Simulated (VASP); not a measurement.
# BAs (F-43m) in VASP: further runs

Aim: see how the results for BAs move with the level of theory and the settings. Levels: BLYP+D4, PBEsol+D4, RPBE, revPBE+D3(BJ). Tasks: single point.

Everything below comes from runs of VASP 6.6.1. Logs are shortened: lines on timing, memory, paths and dates and some standing lists are left out, and cuts for length are marked.

## Step 1: The cell of the first run

It takes space group F-43m (No. 216, cubic). The conventional cell has a = 4.679 Å, b = 4.679 Å, c = 4.679 Å, α = 90.00°, β = 90.00°, γ = 90.00°. Within 2.7 Å of As (site symmetry -43m) lie 4 B at 2.03 Å. Within 2.7 Å of B (site symmetry -43m) lie 4 As at 2.03 Å.

## Step 2: Single point, BLYP+D4

INCAR reads:

```
PREC = Accurate
ENCUT = 520
EDIFF = 1E-6
ISMEAR = -1
SIGMA = 0.05
LREAL = False
LASPH = True
NELM = 60
ALGO = Normal
ISIF = 2
LWAVE = False
LCHARG = False
GGA = B5
ALDAX = 1.0
AGGAX = 1.0
AGGAC = 1.0
ALDAC = 0.0
IVDW = 13
VDW_S6 = 1.0
VDW_S8 = 2.34076671
VDW_A1 = 0.44488865
VDW_A2 = 4.0933009
NBANDS = 11
```

KPOINTS reads:

```
Automatic mesh
0
Gamma
  10 10 10
```

POSCAR reads:

```
BAs
1.0
    0.0000000000      2.3397414207      2.3397414207
    2.3397414207      0.0000000000      2.3397414207
    2.3397414207      2.3397414207      0.0000000000
As B
1 1
Direct
    0.7500000000      0.7500000000      0.7500000000
    0.0000000000      0.0000000000      0.0000000000
```

Potentials or basis: VASP PAW PBE potentials, release 64 (As, B).

The run is started by

```sh
cat potpaw_PBE.64/As/POTCAR potpaw_PBE.64/B/POTCAR > POTCAR
mpirun -np 1 vasp_std > vasp.out
```

OUTCAR:

```text
PREC = Accurate
   ENCUT = 520
   EDIFF = 1E-6
   ISMEAR = -1
   LREAL = False
   LASPH = True
   NELM = 60
   ISIF = 2
   GGA = B5
   IVDW = 13

 ion  position               nearest neighbor table
   1  0.750  0.750  0.750-   2 2.03   2 2.03   2 2.03   2 2.03
   2  0.000  0.000  0.000-   1 2.03   1 2.03   1 2.03   1 2.03

  LATTYP: Found a face centered cubic cell.
 ALAT       =     4.6794828414

  Lattice vectors:

 A1 = (   0.0000000000,   2.3397414207,   2.3397414207)
 A2 = (   2.3397414207,   0.0000000000,   2.3397414207)
 A3 = (   2.3397414207,   2.3397414207,   0.0000000000)

Analysis of symmetry for initial positions (statically):
=====================================================================
 Subroutine PRICEL returns:
 Original cell was already a primitive cell.

 Routine SETGRP: Setting up the symmetry group for a
 face centered cubic supercell.

 Subroutine GETGRP returns: Found 24 space group operations
 (whereof 24 operations were pure point group operations)
 out of a pool of 48 trial point group operations.

The static configuration has the point symmetry T_d .

Analysis of symmetry for dynamics (positions and initial velocities):
=====================================================================
 Subroutine PRICEL returns:
 Original cell was already a primitive cell.

 Routine SETGRP: Setting up the symmetry group for a
 face centered cubic supercell.

 Subroutine GETGRP returns: Found 24 space group operations
 (whereof 24 operations were pure point group operations)
 out of a pool of 48 trial point group operations.

The dynamic configuration has the point symmetry T_d .

 Subroutine INISYM returns: Found 24 space group operations
 (whereof 24 operations are pure point group operations),
 and found     1 'primitive' translations

----------------------------------------------------------------------------------------

                                     Primitive cell

  volume of cell :      25.6173

  direct lattice vectors                    reciprocal lattice vectors
     0.000000000  2.339741421  2.339741421    -0.213698828  0.213698828  0.213698828
     2.339741421  0.000000000  2.339741421     0.213698828 -0.213698828  0.213698828
     2.339741421  2.339741421  0.000000000     0.213698828  0.213698828 -0.213698828

  length of vectors
     3.308894050  3.308894050  3.308894050     0.370137228  0.370137228  0.370137228

  position of ions in fractional coordinates (direct lattice)
     0.750000000  0.750000000  0.750000000
     0.000000000  0.000000000  0.000000000

  ion indices of the primitive-cell ions
   primitive index   ion index
[... 85 lines left out ...]
   NELECT =       8.0000    total number of electrons
   NUPDOWN=      -1.0000    fix difference up-down
   EMIN   =  10.00;   EMAX   =-10.00  energy-range for DOS
   EFERMI =   0.00;   METHOD = LEGACY
   ISMEAR =    -1;   SIGMA  =   0.05  broadening in eV -4-tet -1-fermi 0-gaus
   EFERMI_NEDOS =   21; number of points for ismear=-14 and -15
   IALGO  =     38    algorithm
   IMIX   =      4    mixing-type and parameters
     AMIX     =   0.40;   BMIX     =  1.00
     AMIX_MAG =   1.60;   BMIX_MAG =  1.00
  volume/ion in A,a.u.               =      12.81        86.44
  Fermi-wavevector in a.u.,A,eV,Ry     =   1.110692  2.098903 16.784646  1.233637
  Thomas-Fermi vector in A             =   2.247246
   LORBIT       =      0    0 simple, 1 ext, 2 COOP (PROOUT), +10 PAW based schemes
   GGA     = B5    functional components
   LHFCALC =     F    Hartree Fock is set to
   AEXX    =    0.0000 exact exchange contribution
   IVDW    =    13    specifies the selected vdW correction
   LEPSILON=     F    determine dielectric tensor
   LRPA    =     F    only Hartree local field effects (RPA)
 non-spin polarized calculation
  energy-cutoff  :      520.00
  volume of cell :       25.62
 maximum number of plane-waves:       701
 NGX is ok and might be reduce to    28
   NGX = 13   NGY = 13   NGZ = 13

 number of electron       8.0000000 magnetization

 Free energy of the ion-electron system (eV)
  ---------------------------------------------------
  ext. energy  EPLUGINS =         0.00000000
  ---------------------------------------------------
  free energy    TOTEN  =        -9.88245847 eV

  energy without entropy =       -9.88245845  energy(sigma->0) =       -9.88245846

 E-fermi :   7.8753     XC(G=0): -10.1764

 val. band max:        7.2167089987   @ k =   0.0000   0.0000   0.0000
 cond. band min:       8.5691094608   @ k =   0.4000   0.4000   0.0000
 fundamental gap:      1.3524004621
 Fermi energy:         7.8753096114

 k-point     1 :       0.0000    0.0000    0.0000
  band No.  band energies     occupation
      1      -8.6569      2.00000
      2       7.2167      2.00000
      3       7.2167      2.00000
      4       7.2167      2.00000
      5      10.6745      0.00000
      6      10.6745      0.00000
      7      10.6745      0.00000
      8      12.7090      0.00000
      9      17.5094      0.00000
     10      20.6621      0.00000
     11      20.6621      0.00000
[... 309 lines left out ...]
 k-point    24 :       0.4000    0.3000    0.0000
  band No.  band energies     occupation
      1      -5.8784      2.00000
      2       0.6499      2.00000
      3       3.0737      2.00000
      4       3.5720      2.00000
      5       9.0980      0.00000
      6      10.8788      0.00000
      7      16.5315      0.00000
      8      16.7191      0.00000
      9      19.8465      0.00000
     10      23.7097      0.00000
     11      24.0420      0.00000

 [... further k-points ...]

------------------------ aborting loop because EDIFF is reached ----------------------------------------

  DFT-D4 for vdW energy calculation

  Edisp (eV):   -1.55133

  FORCE on cell =-STRESS in cart. coord.  units (eV):
  Direction    XX          YY          ZZ          XY          YZ          ZX
  --------------------------------------------------------------------------------------
  -------------------------------------------------------------------------------------
  Total       1.47130     1.47130     1.47130     0.00000    -0.00000     0.00000
  in kB      92.01891    92.01891    92.01891     0.00000    -0.00000     0.00000
  external pressure =       92.02 kB  Pullay stress =        0.00 kB

 VOLUME and BASIS-vectors are now :
 -----------------------------------------------------------------------------
  energy-cutoff  :      520.00
  volume of cell :       25.62
      direct lattice vectors                 reciprocal lattice vectors
     0.000000000  2.339741421  2.339741421    -0.213698828  0.213698828  0.213698828
     2.339741421  0.000000000  2.339741421     0.213698828 -0.213698828  0.213698828
     2.339741421  2.339741421  0.000000000     0.213698828  0.213698828 -0.213698828

 POSITION                                       TOTAL-FORCE (eV/Angst)
 -----------------------------------------------------------------------------------
      3.50961      3.50961      3.50961         0.000000      0.000000      0.000000
      0.00000      0.00000      0.00000        -0.000000     -0.000000     -0.000000
 -----------------------------------------------------------------------------------
    total drift:                                0.000000      0.000000      0.000000

  FREE ENERGIE OF THE ION-ELECTRON SYSTEM (eV)
  ---------------------------------------------------
  free  energy   TOTEN  =       -11.4337838697 eV

  energy  without entropy=      -11.4337838528  energy(sigma->0) =      -11.43378386
```

OSZICAR:

```text
N       E                     dE             d eps       ncg     rms          rms(c)
DAV:   1     0.141078227308E+02    0.14108E+02   -0.38634E+03  1042   0.648E+02
DAV:   2    -0.100770252696E+02   -0.24185E+02   -0.23035E+02  1397   0.107E+02
DAV:   3    -0.107682512701E+02   -0.69123E+00   -0.68959E+00  1276   0.170E+01
DAV:   4    -0.107699508925E+02   -0.16996E-02   -0.16995E-02  1151   0.980E-01
DAV:   5    -0.107699537261E+02   -0.28336E-05   -0.28335E-05  1260   0.421E-02    0.548E+00
DAV:   6    -0.998150796792E+01    0.78845E+00   -0.21168E+00  1109   0.621E+00    0.259E+00
DAV:   7    -0.989199343607E+01    0.89515E-01   -0.26801E-01  1207   0.263E+00    0.106E+00
DAV:   8    -0.988202914052E+01    0.99643E-02   -0.33723E-02  1187   0.106E+00    0.127E-01
DAV:   9    -0.988233263978E+01   -0.30350E-03   -0.84043E-04  1191   0.186E-01    0.866E-02
DAV:  10    -0.988245595759E+01   -0.12332E-03   -0.18829E-04  1099   0.966E-02    0.183E-02
DAV:  11    -0.988245893493E+01   -0.29773E-05   -0.34274E-06  1229   0.146E-02    0.158E-02
DAV:  12    -0.988245846886E+01    0.46608E-06   -0.18594E-06  1100   0.677E-03
   1 F= -.11433784E+02 E0= -.11433784E+02  d E =-.169282E-07
```

stdout:

```text
POSCAR found type information on POSCAR AsB
 POSCAR found :  2 types and       2 ions
 scaLAPACK will be used
 -----------------------------------------------------------------------------
|                                                                             |
|                                                                             |
|     You enforced a specific xc type in the INCAR file but a different       |
|     I HOPE YOU KNOW WHAT YOU ARE DOING!                                     |
|                                                                             |
 -----------------------------------------------------------------------------

 LDA part: xc-table for (Slater(with rela. corr.)+VWN5), standard interpolation
 POSCAR, INCAR and KPOINTS ok, starting setup
 FFT: planning ... GRIDC
 FFT: planning ... GRID_SOFT
 FFT: planning ... GRID
 WAVECAR not read
 entering main loop
```

It took 43 s on 1 thread of Intel Xeon 8259CL, shared host; peak memory 0.16 GiB.

What came out:

```
Free energy                : -11.4338 eV
Pressure                   : 9.2 GPa
Band gap on the k mesh     : 1.35 eV, indirect (least direct gap 3.46 eV)
Dispersion energy per atom : -0.776 eV
```

Levels at points of the mesh, in eV from the valence-band top:
| k point | band 2 | band 3 | band 4 | band 5 | band 6 | band 7 |
| --- | --- | --- | --- | --- | --- | --- |
| (0.00, 0.00, 0.00) | 0.00 | 0.00 | 0.00 | 3.46 | 3.46 | 3.46 |
| (0.50, 0.00, 0.00) | -9.10 | -1.90 | -1.90 | 3.17 | 5.01 | 5.01 |
| (0.50, 0.50, 0.00) | -8.77 | -4.27 | -4.27 | 1.60 | 1.65 | 11.92 |

Caveat: the PAW data sets were made with another functional, which shifts forces and pressure a little. BLYP gaps usually lie below the measured ones, often by a third to a half.

(Continued in part 2 of 2.)
